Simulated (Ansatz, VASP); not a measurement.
**Cu: VASP beside Ansatz**

INCAR

```
SYSTEM = Cu
PREC     = Accurate       ! precision mode
ENCUT    = 520            ! plane-wave cutoff, eV
EDIFF    = 1E-7           ! SCF threshold, eV
ISMEAR   = 0              ! smearing method
SIGMA    = 0.15           ! smearing width, eV
LREAL    = .FALSE.        ! projectors in reciprocal space
LASPH    = .TRUE.         ! aspherical terms in the spheres
NELM     = 100            ! most SCF steps
ALGO     = Fast           ! electronic algorithm
ISIF     = 2              ! what is computed and relaxed
LWAVE    = .FALSE.        ! write WAVECAR
LCHARG   = .FALSE.        ! write CHGCAR
NBANDS   = 12             ! bands
```

File KPOINTS:

```
regular mesh
0
G
  22 22 22
  0 0 0
```

File POSCAR:

```
Cu
1.0
    0.0000000000      1.8617250000      1.8617250000
    1.8617250000      0.0000000000      1.8617250000
    1.8617250000      1.8617250000      0.0000000000
Cu
1
Direct
    0.0000000000      0.0000000000      0.0000000000
```

Input for Ansatz:

```yaml
crystal:
  lattice:
    - [0.0, 1.861725, 1.861725]
    - [1.861725, 0.0, 1.861725]
    - [1.861725, 1.861725, 0.0]
  atoms:
    - { symbol: Cu, position: [0.0, 0.0, 0.0] }
basis:
  ecutwfc: 420
kpoints:
  mp_grid: { grid: [22, 22, 22] }
hamiltonian:
  xc: lda
scf:
  occupations: { method: gaussian, width: 0.15 }
output:
  forces: true
  stress: true
  eigenvalues: true
```

Change from the starting cell: strain +0.030 along x and y, +0.030 along z, atoms carried along.

Alike in both runs: task single point; functional LDA; k mesh 22 × 22 × 22; occupations gaussian, width 0.15 eV; no spin polarisation.

|  | VASP | Ansatz |
| --- | --- | --- |
| version | VASP 6.6.1 | Ansatz 0.2.0 |
| potentials or method | VASP PAW LDA potentials, release 64 (Cu), cutoff 520 eV | scalar-relativistic, plane waves, PAW |
| valence electrons in the cell | 11 | 19 |

Ansatz gave:

* gap on the k mesh at the Fermi level (eV): none
* pressure (GPa): -21.0

Q: Which values does VASP return?

A: gap on the k mesh at the Fermi level (eV): none; pressure (GPa): -20.3.

LDA's correlation is that of Perdew and Zunger in VASP and of Perdew and Wang (1992) in Ansatz. A gap of «none» marks a metal or a gap that the smearing closes. VASP's potentials hold 11 valence electrons a cell and Ansatz's 19, so a difference there can come from the potentials and not from the codes.
